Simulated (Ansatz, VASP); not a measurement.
## One calculation of Ge, two programs

Contents of INCAR:

```
SYSTEM = Ge
PREC = Accurate
ENCUT = 520
EDIFF = 1E-7
ISMEAR = 0
SIGMA = 0.15
LREAL = .False.
LASPH = .True.
NELM = 60
ALGO = Normal
ISIF = 2
LWAVE = .False.
LCHARG = .False.
GGA = PE
NBANDS = 13
```

File KPOINTS:

```
Automatic mesh
0
Gamma
  20 20 18
  0 0 0
```

Contents of POSCAR:

```
Ge
1.0
    1.4320777250     -2.6655289000      0.0000000000
    1.4320777250      2.6655289000      0.0000000000
    0.0000000000      0.0000000000      2.5633194500
Ge
1
Direct
    0.5000000000      0.5000000000      0.0000000000
```

Input for Ansatz:

```yaml
crystal:
  lattice:
    - [1.432077725, -2.6655289, 0.0]
    - [1.432077725, 2.6655289, 0.0]
    - [0.0, 0.0, 2.56331945]
  atoms:
    - { symbol: Ge, position: [0.5, 0.5, 0.0] }
basis:
  ecutwfc: 420
kpoints:
  mp_grid: { grid: [20, 20, 18] }
hamiltonian:
  xc: pbe
scf:
  occupations: { method: gaussian, width: 0.15 }
output:
  forces: true
  stress: true
  eigenvalues: true
```

Change from the starting cell: strain +0.025 along x and y, -0.050 along z, atoms carried along.

Alike in both runs: task single point; functional PBE; k mesh 20 × 20 × 18; occupations gaussian, width 0.15 eV; no spin polarisation.

|  | VASP | Ansatz |
| --- | --- | --- |
| version | VASP 6.6.1 | Ansatz 0.2.0 |
| potentials or method | VASP PAW PBE potentials, release 64 (Ge_d), cutoff 520 eV | scalar-relativistic, plane waves, PAW |
| valence electrons in the cell | 14 | 14 |

VASP gave:

- gap on the k mesh at the Fermi level (eV): none
- pressure (GPa): 0.2
- traceless stress, the component that is largest in VASP (GPa): 8.74

Which values does Ansatz return?

gap on the k mesh at the Fermi level (eV): none; pressure (GPa): 0.2; traceless stress, the component that is largest in VASP (GPa): 8.73.

A gap of «none» marks a metal or a gap that the smearing closes. The functional is the same, so the differences come from potentials, cutoffs and numerics.
